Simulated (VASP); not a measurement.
# C (P6_3/mmc) in VASP: a series of runs, part 2 of 3

VASP 6.6.1.

**3. Single point, PBEsol (strained cell)**

INCAR reads:

```
SYSTEM = C
PREC = Accurate
ENCUT = 600
EDIFF = 1E-6
ISMEAR = 0
SIGMA = 0.02
LREAL = .FALSE.
LASPH = .TRUE.
NELM = 120
ALGO = Normal
ISIF = 2
LWAVE = .FALSE.
LCHARG = .FALSE.
GGA = PS
NBANDS = 16
GGA_COMPAT = .FALSE.
```

KPOINTS reads:

```
Automatic mesh
0
G
  9 9 6
  0 0 0
```

POSCAR reads:

```
C
1.0
    2.5237147988      0.0000000000      0.0000000000
   -1.2618573994      2.1856011277      0.0000000000
    0.0000000000      0.0000000000      4.1593555375
C
4
Direct
    0.3333333333      0.6666666667     -0.0003155577
    0.6666666667      0.3333333333      0.4996844423
    0.3333333333      0.6666666667      0.3743155577
    0.6666666667      0.3333333333      0.8743155577
```

Potentials or basis: VASP PAW PBE potentials, release 64 (C).

Started as:

```bash
$ cat potpaw_PBE.64/C/POTCAR > POTCAR
$ mpirun -np 1 vasp_std > vasp.out
```

OUTCAR:

```text
SYSTEM = C
   PREC = Accurate
   ENCUT = 600
   EDIFF = 1E-6
   ISMEAR = 0
   LREAL = .FALSE.
   LASPH = .TRUE.
   NELM = 120
   ISIF = 2
   GGA = PS

 ion  position               nearest neighbor table
   1  0.333  0.667  1.000-   4 1.55   4 1.55   4 1.55   3 1.56
   2  0.667  0.333  0.500-   3 1.55   3 1.55   3 1.55   4 1.56
   3  0.333  0.667  0.374-   2 1.55   2 1.55   2 1.55   1 1.56
   4  0.667  0.333  0.874-   1 1.55   1 1.55   1 1.55   2 1.56

  LATTYP: Found a hexagonal cell.
 ALAT       =     2.5237147988
 C/A-ratio  =     1.6481083914

  Lattice vectors:

 A1 = (   2.5237147988,   0.0000000000,   0.0000000000)
 A2 = (  -1.2618573994,   2.1856011277,   0.0000000000)
 A3 = (   0.0000000000,   0.0000000000,   4.1593555375)

Analysis of symmetry for initial positions (statically):
=====================================================================
 Subroutine PRICEL returns:
 Original cell was already a primitive cell.

 Routine SETGRP: Setting up the symmetry group for a
 hexagonal supercell.

 Subroutine GETGRP returns: Found 24 space group operations
 (whereof  6 operations were pure point group operations)
 out of a pool of 24 trial point group operations.

The static configuration has the point symmetry C_3v.
 The point group associated with its full space group is D_6h.

Analysis of symmetry for dynamics (positions and initial velocities):
=====================================================================
 Subroutine PRICEL returns:
 Original cell was already a primitive cell.

 Routine SETGRP: Setting up the symmetry group for a
 hexagonal supercell.

 Subroutine GETGRP returns: Found 24 space group operations
 (whereof  6 operations were pure point group operations)
 out of a pool of 24 trial point group operations.

The dynamic configuration has the point symmetry C_3v.
 The point group associated with its full space group is D_6h.

 Subroutine INISYM returns: Found 24 space group operations
 (whereof  6 operations are pure point group operations),
 and found     1 'primitive' translations

----------------------------------------------------------------------------------------

                                     Primitive cell

  volume of cell :      22.9423

  direct lattice vectors                    reciprocal lattice vectors
     2.523714799  0.000000000  0.000000000     0.396241287  0.228770014  0.000000000
    -1.261857399  2.185601128  0.000000000     0.000000000  0.457540027  0.000000000
     0.000000000  0.000000000  4.159355537     0.000000000  0.000000000  0.240421861

  length of vectors
     2.523714799  2.523714799  4.159355537     0.457540027  0.457540027  0.240421861

  position of ions in fractional coordinates (direct lattice)
     0.333333333  0.666666667  0.999684442
     0.666666667  0.333333333  0.499684442
     0.333333333  0.666666667  0.374315558
     0.666666667  0.333333333  0.874315558

  ion indices of the primitive-cell ions
   primitive index   ion index
                 1           1
                 2           2
                 3           3
                 4           4

[... 25 lines left out ...]

 Following reciprocal coordinates:
            Coordinates               Weight
  0.000000  0.000000  0.000000      1.000000
  0.111111  0.000000  0.000000      6.000000
  0.222222  0.000000  0.000000      6.000000
  0.333333  0.000000  0.000000      6.000000
  0.444444  0.000000  0.000000      6.000000
  0.111111  0.111111  0.000000      6.000000
[... 16 lines left out ...]
  0.333333  0.222222  0.166667     24.000000
  0.333333  0.333333  0.166667      4.000000
 [... further k-points ...]
   k-points           NKPTS =     48   k-points in BZ     NKDIM =     48   number of bands    NBANDS=     16
   number of dos      NEDOS =    301   number of ions     NIONS =      4
   total plane-waves  NPLWV =  14400
   dimension x,y,z NGX =    20 NGY =   20 NGZ =   36
   dimension x,y,z NGXF=    40 NGYF=   40 NGZF=   72
   ions per type =               4
   NGX,Y,Z   is equivalent  to a cutoff of  13.17, 13.17, 14.39 a.u.
   NGXF,Y,Z  is equivalent  to a cutoff of  26.35, 26.35, 28.78 a.u.
 SYSTEM =  C
   PREC   = accura    normal or accurate (medium, high low for compatibility)
   ISTART =      0    job   : 0-new  1-cont  2-samecut
   ICHARG =      2    charge: 1-file 2-atom 10-const
   ISPIN  =      1    spin polarized calculation?
   LNONCOLLINEAR =      F non collinear calculations
   LSORBIT =      F    spin-orbit coupling
   LASPH  =      T    aspherical Exc in radial PAW
   ENCUT  =  600.0 eV  44.10 Ry    6.64 a.u.   5.04  5.04  8.31*2*pi/ulx,y,z
   NELM   =    120;   NELMIN=  2; NELMDL= -5     # of ELM steps
   EDIFF  = 0.1E-05   stopping-criterion for ELM
   LREAL  =      F    real-space projection
   EDIFFG = 0.1E-04   stopping-criterion for IOM
   NSW    =      0    number of steps for IOM
   IBRION =     -1    ionic relax: 0-MD 1-quasi-New 2-CG
   NFREE  =      0    steps in history (QN), initial steepest desc. (CG)
   ISIF   =      2    stress and relaxation
   ISYM   =      2    0-nonsym 1-usesym 2-fastsym
   POTIM  = 0.5000    time-step for ionic-motion
   TEBEG  =    0.0;   TEEND  =   0.0 temperature during run
   PSTRESS=    0.0 pullay stress
   NELECT =      16.0000    total number of electrons
   NUPDOWN=      -1.0000    fix difference up-down
   EMIN   =  10.00;   EMAX   =-10.00  energy-range for DOS
   EFERMI =   0.00;   METHOD = LEGACY
   ISMEAR =     0;   SIGMA  =   0.02  broadening in eV -4-tet -1-fermi 0-gaus
   EFERMI_NEDOS =   21; number of points for ismear=-14 and -15
   IALGO  =     38    algorithm
   IMIX   =      4    mixing-type and parameters
     AMIX     =   0.40;   BMIX     =  1.00
     AMIX_MAG =   1.60;   BMIX_MAG =  1.00
  volume/ion in A,a.u.               =       5.74        38.71
  Fermi-wavevector in a.u.,A,eV,Ry     =   1.451785  2.743477 28.676738  2.107681
  Thomas-Fermi vector in A             =   2.569243
   LORBIT       =      0    0 simple, 1 ext, 2 COOP (PROOUT), +10 PAW based schemes
   GGA     = PS    functional components
   LHFCALC =     F    Hartree Fock is set to
   AEXX    =    0.0000 exact exchange contribution
   IVDW    =     0    specifies the selected vdW correction
   LEPSILON=     F    determine dielectric tensor
   LRPA    =     F    only Hartree local field effects (RPA)
 non-spin polarized calculation
 Gauss-broadening in eV      SIGMA  =   0.02
  energy-cutoff  :      600.00
  volume of cell :       22.94
 maximum number of plane-waves:       777
   NGX = 11   NGY = 11   NGZ = 17

 number of electron      16.0000003 magnetization

 Free energy of the ion-electron system (eV)
  ---------------------------------------------------
  ext. energy  EPLUGINS =         0.00000000
  ---------------------------------------------------
  free energy    TOTEN  =       -38.39778340 eV

  energy without entropy =      -38.39778340  energy(sigma->0) =      -38.39778340

 E-fermi :  10.0214     XC(G=0): -13.3703

 val. band max:        9.8417598056   @ k =   0.0000   0.0000   0.0000
 cond. band min:      12.9782357413   @ k =   0.3333   0.3333   0.0000
 fundamental gap:      3.1364759357
 Fermi energy:        10.0213802604

 k-point     1 :       0.0000    0.0000    0.0000
  band No.  band energies     occupation
      1     -11.8463      2.00000
      2      -6.1410      2.00000
      3      -3.8299      2.00000
      4       6.6725      2.00000
      5       6.6725      2.00000
      6       9.3643      2.00000
[... 433 lines left out ...]
      3      -1.1011      2.00000
      4      -0.6093      2.00000
      5      -0.6093      2.00000
      6       2.4590      2.00000
[... 8 lines left out ...]
     15      25.0422      0.00000
     16      25.0422      0.00000

 [... further k-points ...]

------------------------ aborting loop because EDIFF is reached ----------------------------------------

  FORCE on cell =-STRESS in cart. coord.  units (eV):
  Direction    XX          YY          ZZ          XY          YZ          ZX
  --------------------------------------------------------------------------------------
  -------------------------------------------------------------------------------------
  Total       -1.7492296     -1.7492296      0.0689905      0.0000000      0.0000000     -0.0000000
  in kB     -122.1575076   -122.1575076      4.8179539      0.0000000      0.0000000     -0.0000000
  external PRESSURE =     -79.8323537 kB  Pullay stress =       0.0000000 kB

 VOLUME and BASIS-vectors are now :
 -----------------------------------------------------------------------------
  energy-cutoff  :      600.00
  volume of cell :       22.94
      direct lattice vectors                 reciprocal lattice vectors
     2.523714799  0.000000000  0.000000000     0.396241287  0.228770014  0.000000000
    -1.261857399  2.185601128  0.000000000     0.000000000  0.457540027  0.000000000
     0.000000000  0.000000000  4.159355537     0.000000000  0.000000000  0.240421861

 POSITION                                       TOTAL-FORCE (eV/Angst)
 -----------------------------------------------------------------------------------
     -0.00000      1.45707      4.15804         0.000000     -0.000000      0.000968
      1.26186      0.72853      2.07837         0.000000      0.000000      0.000968
     -0.00000      1.45707      1.55691         0.000000     -0.000000     -0.000968
      1.26186      0.72853      3.63659        -0.000000      0.000000     -0.000968
 -----------------------------------------------------------------------------------
    total drift:                               -0.000000      0.000000     -0.000007

  FREE ENERGIE OF THE ION-ELECTRON SYSTEM (eV)
  ---------------------------------------------------
  free  energy   TOTEN  =       -38.3977833976 eV

  energy  without entropy=      -38.3977833976  energy(sigma->0) =      -38.39778340
```

OSZICAR:

```text
N       E                     dE             d eps       ncg     rms          rms(c)
DAV:   1     0.229906481073E+02    0.22991E+02   -0.88871E+03  1536   0.108E+03
DAV:   2    -0.377032184250E+02   -0.60694E+02   -0.56255E+02  2136   0.199E+02
DAV:   3    -0.396799745704E+02   -0.19768E+01   -0.19708E+01  2032   0.303E+01
DAV:   4    -0.396874589230E+02   -0.74844E-02   -0.74828E-02  1856   0.231E+00
DAV:   5    -0.396874976811E+02   -0.38758E-04   -0.38757E-04  1976   0.147E-01    0.774E+00
DAV:   6    -0.387319909152E+02    0.95551E+00   -0.57183E-01  1784   0.468E+00    0.456E+00
DAV:   7    -0.383972292146E+02    0.33476E+00   -0.65959E-01  1912   0.520E+00    0.913E-01
DAV:   8    -0.383977207847E+02   -0.49157E-03   -0.13123E-02  1720   0.764E-01    0.410E-02
DAV:   9    -0.383977636922E+02   -0.42907E-04   -0.63617E-05  2024   0.672E-02    0.269E-02
DAV:  10    -0.383977839830E+02   -0.20291E-04   -0.11230E-05  1752   0.272E-02    0.722E-03
DAV:  11    -0.383977833976E+02    0.58540E-06   -0.27131E-07  1496   0.400E-03
   1 F= -.38397783E+02 E0= -.38397783E+02  d E =-.433568E-39
```

It took 9.6 s on 1 thread of Intel Xeon 8259CL, shared host; peak memory 0.14 GiB.

Results:

```yaml
Free_energy: -38.3978 eV
Pressure: -8.0 GPa
Band_gap_on_the_k_mesh: 3.14 eV (least direct gap 4.77 eV)
```

Caveat: the cell differs from its parent crystal (strained cell); the stress differs along the axes, from -12 to 0 GPa; the PAW data sets were made with another functional, which shifts forces and pressure a little.

**4. Single point, PBEsol (strained cell)**

INCAR reads:

```
ALGO = Normal ; EDIFF = 1E-6
ENCUT = 600 ; GGA = PS
GGA_COMPAT = False ; ISIF = 2
ISMEAR = 0 ; LASPH = True
LCHARG = False ; LREAL = False
LWAVE = False ; NBANDS = 16
NELM = 120 ; PREC = Accurate
SIGMA = 0.02
```

KPOINTS reads:

```
k-points
0
Gamma
  9 9 6
```

Edit POSCAR of step 3 so:

```diff
@@ -4,3 +4,3 @@
    -1.2618573994      2.1856011277      0.0000000000
-    0.0000000000      0.0000000000      4.1593555375
+    0.0000000000      0.0000000000      4.1595812401
 C
```

Started as:

```bash
$ cat potpaw_PBE.64/C/POTCAR > POTCAR
$ mpirun -np 1 vasp_std > vasp.out
```

It took 8.9 s on 1 thread of Intel Xeon 8259CL, shared host; peak memory 0.14 GiB.

It converged, with:

```yaml
Free_energy: -38.3978 eV
Pressure: -8.0 GPa
Band_gap_on_the_k_mesh: 3.14 eV (least direct gap 4.77 eV)
```

Stress tensor (GPa, compression positive):
```
-12.22   0.00   0.00
  0.00 -12.22   0.00
  0.00   0.00   0.41
```

Levels at points of the mesh, in eV from the valence-band top:
```
           k point  band 6  band 7  band 8  band 9  band 10  band 11
(0.00, 0.00, 0.00)   -0.48    0.00    0.00    4.77     4.77     5.52
(0.00, 0.00, 0.50)   -1.91   -1.91   -1.91    7.09     7.09     7.09
```

Caveat: the cell differs from its parent crystal (strained cell); the stress differs along the axes, from -12 to 0 GPa; the PAW data sets were made with another functional, which shifts forces and pressure a little.

(Part 2 of 3 ends here.)
